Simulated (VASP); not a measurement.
Sc: relaxation of shape and atoms at fixed volume with PBE

The system is Sc.

```xyz
3
Lattice="4.9823 0.0000 0.0000 -2.4912 4.3148 0.0000 0.0000 0.0000 3.1437" Properties=species:S:1:pos:R:3 pbc="T T T"
Sc    0.0000    0.0000    0.0000
Sc    0.0000    2.8765    1.5718
Sc    2.4912    1.4383    1.5718
```

This isn't the form of Sc at room conditions, which is hcp.

* Program: VASP 6.6.1
* Task: relaxation of shape and atoms at fixed volume
* Functional: PBE
* Potentials or basis: VASP PAW PBE potentials, release 64 (Sc_sv)
* Cutoff: 600 eV
* k mesh: 8 × 8 × 11
* Occupations: fermi-dirac, width 0.05 eV
* Spin: no spin polarisation
* Dipole correction: no
* Further INCAR settings: ALGO = Normal; EDIFF = 1e-06; IBRION = 2; EDIFFG = -0.005; NSW = 50; ISIF = 4

* Pressure after relaxing: 5.2 GPa
* Band gap on the k mesh: zero (an odd number of electrons rules out a gap without spin polarisation)

Final structure:
```yaml
crystal:
  lattice:
    - [4.98232, 0.00000, 0.00000]
    - [-2.49116, 4.31482, 0.00000]
    - [0.00000, 0.00000, 3.14367]
  atoms:
    - { symbol: Sc, position: [0.00000, 0.00000, 0.00000] }
    - { symbol: Sc, position: [0.33333, 0.66667, 0.50000] }
    - { symbol: Sc, position: [0.66667, 0.33333, 0.50000] }
```

Levels at points of the mesh, in eV from the Fermi level:
| k point | band 14 | band 15 | band 16 | band 17 | band 18 | band 19 |
| --- | --- | --- | --- | --- | --- | --- |
| (0.00, 0.00, 0.00) | -0.87 | 0.01 | 0.01 | 0.04 | 0.04 | 0.81 |
| (0.50, 0.00, 0.00) | -3.00 | -1.67 | 0.48 | 0.64 | 0.69 | 0.99 |

Run time: 2.2 min on 1 thread of Oxide Virtual Turin-like Processor, on a shared host, peak memory 0.21 GiB.

Caveat: the relaxation stopped at its first step, so nothing moved.
